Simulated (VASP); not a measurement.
# Co (P6_3/mmc) in VASP: notebook

Co is run at these levels: PBE, RPBE; tasks: single point.

Program: VASP 6.6.1. These are calculated values, not measurements. Logs are shortened: lines on timing, memory, paths and dates and some standing lists are left out, and cuts for length are marked.

**1. The cell of the first run**

The structure is hexagonal, space group P6_3/mmc (No. 194). The conventional cell has a = 2.471 Å, b = 2.471 Å, c = 8.088 Å, α = 90.00°, β = 90.00°, γ = 120.00°. Within 3.3 Å of Co (site symmetry -6m2) lie 12 Co at 2.47 Å. Within 3.3 Å of Co (site symmetry -3m) lie 12 Co at 2.47 Å.

**2. Single point, PBE, collinear spin, ferromagnetic start**

Input file INCAR:

```
SYSTEM = Co
PREC     = Accurate       ! precision mode
ENCUT    = 600            ! plane-wave cutoff, eV
EDIFF    = 1E-6           ! SCF threshold, eV
ISMEAR   = -1             ! smearing method
SIGMA    = 0.05           ! smearing width, eV
LREAL    = .FALSE.        ! projectors in reciprocal space
LASPH    = .TRUE.         ! aspherical terms in the spheres
NELM     = 200            ! most SCF steps
ALGO     = Normal         ! electronic algorithm
ISIF     = 2              ! what is computed and relaxed
LWAVE    = .FALSE.        ! write WAVECAR
LCHARG   = .TRUE.         ! write CHGCAR
ISPIN    = 2              ! spin polarisation
MAGMOM   = 1 1 1 1        ! initial moments
LORBIT   = 11             ! projections on sites
NUPDOWN  = 4.0            ! fixed moment
LMAXMIX  = 4              ! l up to which the mixer works
GGA      = PE             ! functional
LELF     = .TRUE.         ! ELF
LVHAR    = .TRUE.       
NBANDS   = 46             ! bands
GGA_COMPAT= .FALSE.
```

Input file KPOINTS:

```
regular mesh
0
G
  10 10 3
  0 0 0
```

Input file POSCAR:

```
Co
1.0
    2.4705617809      0.0000000000      0.0000000000
   -1.2352808905      2.1395692639      0.0000000000
    0.0000000000      0.0000000000      8.0882338000
Co
4
Direct
    0.6666666667      0.3333333333      0.7500000000
    0.0000000000      0.0000000000      0.5000000000
    0.3333333333      0.6666666667      0.2500000000
    0.0000000000      0.0000000000      0.0000000000
```

Potentials or basis: VASP PAW PBE potentials, release 64 (Co_sv).

Launch:

```console
> cat potpaw_PBE.64/Co_sv/POTCAR > POTCAR
> mpirun -np 1 vasp_std > vasp.out
```

OUTCAR:

```text
SYSTEM = Co
   PREC = Accurate
   ENCUT = 600
   EDIFF = 1E-6
   ISMEAR = -1
   LREAL = .FALSE.
   LASPH = .TRUE.
   NELM = 200
   ISIF = 2
   ISPIN = 2
   LORBIT = 11
   NUPDOWN = 4.0
   GGA = PE

 ion  position               nearest neighbor table
   1  0.667  0.333  0.750-   2 2.47   4 2.47   2 2.47   4 2.47   2 2.47   4 2.47
   2  0.000  0.000  0.500-   1 2.47   3 2.47   1 2.47   3 2.47   1 2.47   3 2.47
   3  0.333  0.667  0.250-   2 2.47   4 2.47   2 2.47   4 2.47   2 2.47   4 2.47
   4  0.000  0.000  0.000-   1 2.47   3 2.47   1 2.47   3 2.47   1 2.47   3 2.47

  LATTYP: Found a hexagonal cell.
 ALAT       =     2.4705617809
 C/A-ratio  =     3.2738439745

  Lattice vectors:

 A1 = (   2.4705617809,   0.0000000000,   0.0000000000)
 A2 = (  -1.2352808905,   2.1395692639,   0.0000000000)
 A3 = (   0.0000000000,   0.0000000000,   8.0882338000)

Analysis of symmetry for initial positions (statically):
=====================================================================
 Subroutine PRICEL returns:
 Original cell was already a primitive cell.

 Routine SETGRP: Setting up the symmetry group for a
 hexagonal supercell.

 Subroutine GETGRP returns: Found 24 space group operations
 (whereof 12 operations were pure point group operations)
 out of a pool of 24 trial point group operations.

The static configuration has the point symmetry D_3d.
 The point group associated with its full space group is D_6h.

Analysis of symmetry for dynamics (positions and initial velocities):
=====================================================================
 Subroutine PRICEL returns:
 Original cell was already a primitive cell.

 Routine SETGRP: Setting up the symmetry group for a
 hexagonal supercell.

 Subroutine GETGRP returns: Found 24 space group operations
 (whereof 12 operations were pure point group operations)
 out of a pool of 24 trial point group operations.

The dynamic configuration has the point symmetry D_3d.
 The point group associated with its full space group is D_6h.

Analysis of structural, dynamic, and magnetic symmetry:
=====================================================================
 Subroutine PRICEL returns:
 Original cell was already a primitive cell.

 Routine SETGRP: Setting up the symmetry group for a
 hexagonal supercell.

 Subroutine GETGRP returns: Found 24 space group operations
 (whereof 12 operations were pure point group operations)
 out of a pool of 24 trial point group operations.

The overall configuration has the point symmetry D_3d.
 The point group associated with its full space group is D_6h.

 Subroutine INISYM returns: Found 24 space group operations
 (whereof 12 operations are pure point group operations),
 and found     1 'primitive' translations

----------------------------------------------------------------------------------------

                                     Primitive cell

  volume of cell :      42.7539

  direct lattice vectors                    reciprocal lattice vectors
     2.470561781  0.000000000  0.000000000     0.404766239  0.233691897  0.000000000
    -1.235280890  2.139569264  0.000000000     0.000000000  0.467383794  0.000000000
     0.000000000  0.000000000  8.088233800     0.000000000  0.000000000  0.123636386

  length of vectors
     2.470561781  2.470561781  8.088233800     0.467383794  0.467383794  0.123636386

  position of ions in fractional coordinates (direct lattice)
     0.666666667  0.333333333  0.750000000
     0.000000000  0.000000000  0.500000000
     0.333333333  0.666666667  0.250000000
     0.000000000  0.000000000  0.000000000

  ion indices of the primitive-cell ions
   primitive index   ion index
                 1           1
                 2           2
                 3           3
                 4           4

----------------------------------------------------------------------------------------

 KPOINTS: regular mesh

Automatic generation of k-mesh.
 Grid dimensions read from file:
 generate k-points for:   10   10    3

 Generating k-lattice:

  Cartesian coordinates                     Fractional coordinates (reciprocal lattice)
     0.040476624  0.023369190  0.000000000     0.100000000 -0.000000000  0.000000000
     0.000000000  0.046738379  0.000000000     0.000000000  0.100000000  0.000000000
     0.000000000  0.000000000  0.041212129     0.000000000  0.000000000  0.333333333

  Length of vectors
     0.046738379  0.046738379  0.041212129

  Shift w.r.t. Gamma in fractional coordinates (k-lattice)
     0.000000000  0.000000000  0.000000000

 Subroutine IBZKPT returns following result:
 ===========================================

 Found     28 irreducible k-points:

 Following reciprocal coordinates:
            Coordinates               Weight
  0.000000  0.000000  0.000000      1.000000
  0.100000  0.000000  0.000000      6.000000
  0.200000  0.000000  0.000000      6.000000
  0.300000  0.000000  0.000000      6.000000
  0.400000  0.000000  0.000000      6.000000
  0.500000  0.000000  0.000000      3.000000
[... 16 lines left out ...]
  0.300000  0.100000  0.333333     24.000000
  0.400000  0.100000  0.333333     24.000000
 [... further k-points ...]
   k-points           NKPTS =     28   k-points in BZ     NKDIM =     28   number of bands    NBANDS=     46
   number of dos      NEDOS =    301   number of ions     NIONS =      4
   total plane-waves  NPLWV =  28000
   dimension x,y,z NGX =    20 NGY =   20 NGZ =   70
   dimension x,y,z NGXF=    40 NGYF=   40 NGZF=  140
   ions per type =               4
   NGX,Y,Z   is equivalent  to a cutoff of  13.46, 13.46, 14.39 a.u.
   NGXF,Y,Z  is equivalent  to a cutoff of  26.92, 26.92, 28.78 a.u.
 SYSTEM =  Co
   PREC   = accura    normal or accurate (medium, high low for compatibility)
   ISTART =      0    job   : 0-new  1-cont  2-samecut
   ICHARG =      2    charge: 1-file 2-atom 10-const
   ISPIN  =      2    spin polarized calculation?
   LNONCOLLINEAR =      F non collinear calculations
   LSORBIT =      F    spin-orbit coupling
   LASPH  =      T    aspherical Exc in radial PAW
   ENCUT  =  600.0 eV  44.10 Ry    6.64 a.u.   4.93  4.93 16.15*2*pi/ulx,y,z
   NELM   =    200;   NELMIN=  2; NELMDL= -5     # of ELM steps
   EDIFF  = 0.1E-05   stopping-criterion for ELM
   LREAL  =      F    real-space projection
   EDIFFG = 0.1E-04   stopping-criterion for IOM
   NSW    =      0    number of steps for IOM
   IBRION =     -1    ionic relax: 0-MD 1-quasi-New 2-CG
   NFREE  =      0    steps in history (QN), initial steepest desc. (CG)
   ISIF   =      2    stress and relaxation
   ISYM   =      2    0-nonsym 1-usesym 2-fastsym
   POTIM  = 0.5000    time-step for ionic-motion
   TEBEG  =    0.0;   TEEND  =   0.0 temperature during run
   PSTRESS=    0.0 pullay stress
   NELECT =      68.0000    total number of electrons
   NUPDOWN=       4.0000    fix difference up-down
   EMIN   =  10.00;   EMAX   =-10.00  energy-range for DOS
   EFERMI =   0.00;   METHOD = LEGACY
   ISMEAR =    -1;   SIGMA  =   0.05  broadening in eV -4-tet -1-fermi 0-gaus
   EFERMI_NEDOS =   21; number of points for ismear=-14 and -15
   IALGO  =     38    algorithm
   IMIX   =      4    mixing-type and parameters
     AMIX     =   0.40;   BMIX     =  1.00
     AMIX_MAG =   1.60;   BMIX_MAG =  1.00
  volume/ion in A,a.u.               =      10.69        72.13
  Fermi-wavevector in a.u.,A,eV,Ry     =   1.910964  3.611199 49.685539  3.651784
  Thomas-Fermi vector in A             =   2.947679
   LORBIT       =     11    0 simple, 1 ext, 2 COOP (PROOUT), +10 PAW based schemes
   GGA     = PE    functional components
   LHFCALC =     F    Hartree Fock is set to
   AEXX    =    0.0000 exact exchange contribution
   IVDW    =     0    specifies the selected vdW correction
   LEPSILON=     F    determine dielectric tensor
   LRPA    =     F    only Hartree local field effects (RPA)
 spin polarized calculation
  energy-cutoff  :      600.00
  volume of cell :       42.75
 maximum number of plane-waves:      1453
 NGX is ok and might be reduce to    20
   NGX =  9   NGY =  9   NGZ = 33

 number of electron      68.0000019 magnetization       4.0000003

 Free energy of the ion-electron system (eV)
  ---------------------------------------------------
  ext. energy  EPLUGINS =         0.00000000
  ---------------------------------------------------
  free energy    TOTEN  =       -28.00275448 eV

  energy without entropy =      -27.92155849  energy(sigma->0) =      -27.96215648

 E-fermi :  12.2968     XC(G=0): -14.0019

 val. band max:       12.2942239690   @ k =   0.1000   0.1000   0.3333
 cond. band min:      11.9804832421   @ k =   0.4000   0.1000   0.3333
 fundamental gap:     -0.3137407269
 Fermi energy:        11.9769848516

 spin component 1

 k-point     1 :       0.0000    0.0000    0.0000
  band No.  band energies     occupation
      1     -83.6619      1.00000
      2     -83.6595      1.00000
      3     -83.3223      1.00000
      4     -83.3198      1.00000
      5     -46.9960      1.00000
      6     -46.9245      1.00000
[... 38 lines left out ...]
     45      34.6957      0.00000
     46      35.6169      0.00000
[... 1086 lines left out ...]
      6     -47.0084      1.00000
[... 38 lines left out ...]
     45      25.4830      0.00000
     46      26.1164      0.00000

 [... further k-points ...]

 spin component 2

 k-point     1 :       0.0000    0.0000    0.0000
  band No.  band energies     occupation
      1     -82.3188      1.00000
      2     -82.3153      1.00000
      3     -82.0640      1.00000
      4     -82.0604      1.00000
      5     -45.6602      1.00000
      6     -45.5502      1.00000
[... 38 lines left out ...]
     45      34.4215      0.00000
     46      35.4303      0.00000
[... 1086 lines left out ...]
      6     -45.7400      1.00000
[... 38 lines left out ...]
     45      25.7152      0.00000
     46      26.3216      0.00000

 [... further k-points ...]

------------------------ aborting loop because EDIFF is reached ----------------------------------------

  FORCE on cell =-STRESS in cart. coord.  units (eV):
  Direction    XX          YY          ZZ          XY          YZ          ZX
  --------------------------------------------------------------------------------------
  -------------------------------------------------------------------------------------
  Total       -1.6108159     -1.6108159     -2.2403460      0.0000000      0.0000000      0.0000000
  in kB      -60.3643788    -60.3643788    -83.9556477      0.0000000      0.0000000      0.0000000
  external PRESSURE =     -68.2281351 kB  Pullay stress =       0.0000000 kB

 VOLUME and BASIS-vectors are now :
 -----------------------------------------------------------------------------
  energy-cutoff  :      600.00
  volume of cell :       42.75
      direct lattice vectors                 reciprocal lattice vectors
     2.470561781  0.000000000  0.000000000     0.404766239  0.233691897  0.000000000
    -1.235280890  2.139569264  0.000000000     0.000000000  0.467383794  0.000000000
     0.000000000  0.000000000  8.088233800     0.000000000  0.000000000  0.123636386

 POSITION                                       TOTAL-FORCE (eV/Angst)
 -----------------------------------------------------------------------------------
      1.23528      0.71319      6.06618        -0.000000      0.000000     -0.000000
      0.00000      0.00000      4.04412         0.000000      0.000000     -0.000000
     -0.00000      1.42638      2.02206         0.000000     -0.000000      0.000000
      0.00000      0.00000      0.00000         0.000000      0.000000     -0.000000
 -----------------------------------------------------------------------------------
    total drift:                                0.000000     -0.000000      0.000000

  FREE ENERGIE OF THE ION-ELECTRON SYSTEM (eV)
  ---------------------------------------------------
  free  energy   TOTEN  =       -28.0027544759 eV

  energy  without entropy=      -27.9215584872  energy(sigma->0) =      -27.96215648

 total charge

# of ion       s       p       d       tot
------------------------------------------
    1        2.246   6.120   6.705  15.072
    2        2.247   6.121   6.696  15.064
    3        2.246   6.120   6.705  15.072
    4        2.247   6.121   6.696  15.064
--------------------------------------------------
tot          8.986  24.483  26.802  60.271

 magnetization (x)

# of ion       s       p       d       tot
------------------------------------------
    1       -0.005  -0.013   0.829   0.812
    2       -0.004  -0.010   1.314   1.300
    3       -0.005  -0.013   0.829   0.812
    4       -0.004  -0.010   1.314   1.300
--------------------------------------------------
tot         -0.019  -0.046   4.287   4.222
```

It took 4.8 min on 1 thread of Intel Xeon Platinum 8259CL at 2.50GHz (Skylake/Cascade Lake), shared host; peak memory 0.24 GiB.

Results:

```yaml
Free_energy: -28.0028 eV
Pressure: -6.8 GPa
Net_moment: 4.00 μB per cell
Site_moments: Co +0.81, +1.30 (each value once) μB
Valence_electrons_inside_the_program's_atomic_spheres: Co 15.07, 15.06 (each value once)
```

Stress tensor (GPa, compression positive):
```
-6.04  0.00  0.00
 0.00 -6.04  0.00
 0.00  0.00 -8.40
```

Caveat: the cell stands under tension; the total moment is fixed, so each spin has its own Fermi level.

**3. Single point, RPBE, collinear spin, ferromagnetic start**

This run uses another cell than the first one, of 10.05 Å³/atom.

Input file INCAR:

```
PREC = Accurate
ENCUT = 600
EDIFF = 1E-6
ISMEAR = -1
SIGMA = 0.05
LREAL = F
LASPH = T
NELM = 200
ALGO = Normal
ISIF = 2
LWAVE = F
LCHARG = T
ISPIN = 2
MAGMOM = 2 2 2 2
LORBIT = 11
LMAXMIX = 4
GGA = RP
LELF = T
LVHAR = T
NBANDS = 46
GGA_COMPAT = F
```

Input file KPOINTS:

```
Automatic mesh
0
Gamma
  12 12 4
```

Input file POSCAR:

```
Co
1.0
    2.4201280013      0.0000000000      0.0000000000
   -1.2100640007      2.0958923296      0.0000000000
    0.0000000000      0.0000000000      7.9231214745
Co
4
Direct
    0.6666666667      0.3333333333      0.7500000000
    0.0000000000      0.0000000000      0.5000000000
    0.3333333333      0.6666666667      0.2500000000
    0.0000000000      0.0000000000      0.0000000000
```

Potentials or basis: VASP PAW PBE potentials, release 64 (Co_sv).

Launch:

```console
> cat potpaw_PBE.64/Co_sv/POTCAR > POTCAR
> mpirun -np 1 vasp_std > vasp.out
```

Wall time 2.9 min (1 thread of AMD EPYC 9R45 (Zen 5), shared host); peak memory 0.27 GiB.

Results (log left out):

| Quantity | Value |
| --- | --- |
| Free energy | -26.0371 eV |
| Pressure | 22.9 GPa |
| Net moment | 6.36 μB per cell |
| Site moments | Co +1.67, +1.64 (each value once) μB |
| Valence electrons inside the program's atomic spheres | Co 15.11, 15.12 (each value once) |

Stress tensor (GPa, compression positive):
```
24.31  0.00  0.00
 0.00 24.31  0.00
 0.00  0.00 20.07
```

Levels at points of the mesh, in eV from the Fermi level:
Spin up:
| k point | band 33 | band 34 | band 35 | band 36 | band 37 | band 38 | band 39 | band 40 | band 41 | band 42 |
| --- | --- | --- | --- | --- | --- | --- | --- | --- | --- | --- |
| (0.00, 0.00, 0.00) | -1.87 | -1.51 | -1.51 | -1.16 | -1.16 | -0.73 | -0.73 | -0.43 | 6.79 | 15.44 |
| (0.50, 0.00, 0.00) | -0.55 | -0.46 | -0.44 | -0.43 | 0.21 | 1.37 | 2.70 | 3.35 | 7.58 | 7.60 |
| (0.00, 0.00, 0.50) | -1.68 | -1.68 | -1.68 | -1.68 | -0.92 | -0.92 | -0.92 | -0.92 | 9.81 | 9.81 |
| (0.50, 0.00, 0.50) | -0.60 | -0.60 | -0.47 | -0.47 | 1.35 | 1.35 | 3.00 | 3.00 | 7.90 | 7.90 |
Spin down:
```csv
k point,band 28,band 29,band 30,band 31,band 32,band 33
"(0.00, 0.00, 0.00)",-0.97,-0.97,-0.91,-0.91,-0.51,0.05
"(0.50, 0.00, 0.00)",-0.13,-0.09,0.42,1.30,1.33,1.34
"(0.00, 0.00, 0.50)",-1.19,-1.07,-1.07,-1.07,-1.07,0.25
"(0.50, 0.00, 0.50)",-0.96,-0.31,-0.31,0.89,0.89,1.32
```

Caveat: the cell stands under pressure; the PAW data sets were made with another functional, which shifts forces and pressure a little.

**4. Single point, PBE, collinear spin, ferromagnetic start**

This run uses another cell than the first one, of 9.76 Å³/atom.

Input file INCAR:

```
SYSTEM = Co
  PREC = Accurate
  ENCUT = 520
  EDIFF = 1E-6
  ISMEAR = -1
  SIGMA = 0.05
  LREAL = .False.
  LASPH = .True.
  NELM = 150
  ALGO = Normal
  ISIF = 2
  LWAVE = .False.
  LCHARG = .False.
  ISPIN = 2
  MAGMOM = 2 2 2 2
  LORBIT = 11
  LMAXMIX = 4
  GGA = PE
  NBANDS = 30
```

Input file KPOINTS:

```
Automatic mesh
0
Gamma
  12 12 4
  0 0 0
```

Input file POSCAR:

```
Co
1.0
    2.4040595843      0.0000000000      0.0000000000
   -1.2020297922      2.0819766722      0.0000000000
    0.0000000000      0.0000000000      7.7966465724
Co
4
Direct
    0.6666666667      0.3333333333      0.7500000000
    0.0000000000      0.0000000000      0.5000000000
    0.3333333333      0.6666666667      0.2500000000
    0.0000000000      0.0000000000      0.0000000000
```

Potentials or basis: VASP PAW PBE potentials, release 64 (Co).

Launch:

```console
> cat potpaw_PBE.64/Co/POTCAR > POTCAR
> mpirun -np 1 vasp_std > vasp.out
```

Wall time 87 s (1 thread of Intel Xeon 6975P-C (Granite Rapids), shared host); peak memory 0.22 GiB.

It converged, with:

| Property | Result |
| --- | --- |
| Free energy | -27.7705 eV |
| Pressure | 28.6 GPa |
| Net moment | 6.11 μB per cell |
| Site moments | Co +1.54, +1.51 (each value once) μB |
| Valence electrons inside the program's atomic spheres | Co 8.50, 8.51 (each value once) |

Stress tensor (GPa, compression positive):
```
28.52  0.00  0.00
 0.00 28.52  0.00
 0.00  0.00 28.66
```

Levels at points of the mesh, in eV from the Fermi level:
Spin up:
```
           k point  band 19  band 20  band 21  band 22  band 23  band 24
(0.00, 0.00, 0.00)    -1.43    -1.06    -1.06    -0.60    -0.60    -0.22
(0.50, 0.00, 0.00)    -0.32    -0.30     0.29     1.50     2.89     3.55
(0.00, 0.00, 0.50)    -1.60    -1.60    -0.80    -0.80    -0.80    -0.80
(0.50, 0.00, 0.50)    -0.36    -0.36     1.50     1.50     3.19     3.19
```
Spin down:
```
           k point  band 11  band 12  band 13  band 14  band 15  band 16  band 17  band 18
(0.00, 0.00, 0.00)    -1.30    -1.04    -1.04    -0.99    -0.99    -0.24    -0.03    -0.03
(0.50, 0.00, 0.00)    -0.94    -0.20    -0.16     0.54     1.26     1.30     1.34     1.34
(0.00, 0.00, 0.50)    -1.28    -1.28    -1.16    -1.16    -1.16    -1.16     0.19     0.19
(0.50, 0.00, 0.50)    -0.99    -0.99    -0.29    -0.29     0.87     0.87     1.28     1.28
```

Caveat: the cell stands under pressure.

**5. Overview**

```csv
level,potentials or basis,fixed moment (μB),cell,k mesh,cutoff (eV),gap on the mesh (eV),pressure (GPa),moment (μB)
PBE,"VASP PAW PBE potentials, release 64 (Co_sv)",4.0,"a = 2.471, b = 2.471, c = 8.088 Å, angles 90.0, 90.0, 120.0°, 4 atoms",10 × 10 × 3,600,-,-6.8,4.00
RPBE,"VASP PAW PBE potentials, release 64 (Co_sv)",-,"a = 2.420, b = 2.420, c = 7.923 Å, angles 90.0, 90.0, 120.0°, 4 atoms",12 × 12 × 4,600,none,22.9,6.36
PBE,"VASP PAW PBE potentials, release 64 (Co)",-,"a = 2.404, b = 2.404, c = 7.797 Å, angles 90.0, 90.0, 120.0°, 4 atoms",12 × 12 × 4,520,none,28.6,6.11
```

Alike in all rows: task single point; spin collinear, ferromagnetic start; smearing fermi-dirac 0.05 eV.

Caveats: the cell stands under pressure (at least some runs); the cell stands under tension (at least some runs); the total moment is fixed, so each spin has its own Fermi level (at least some runs); the PAW data sets were made with another functional, which shifts forces and pressure a little (at least some runs).

Total energies depend on the potentials used, so only differences within one code and one set of settings carry meaning.
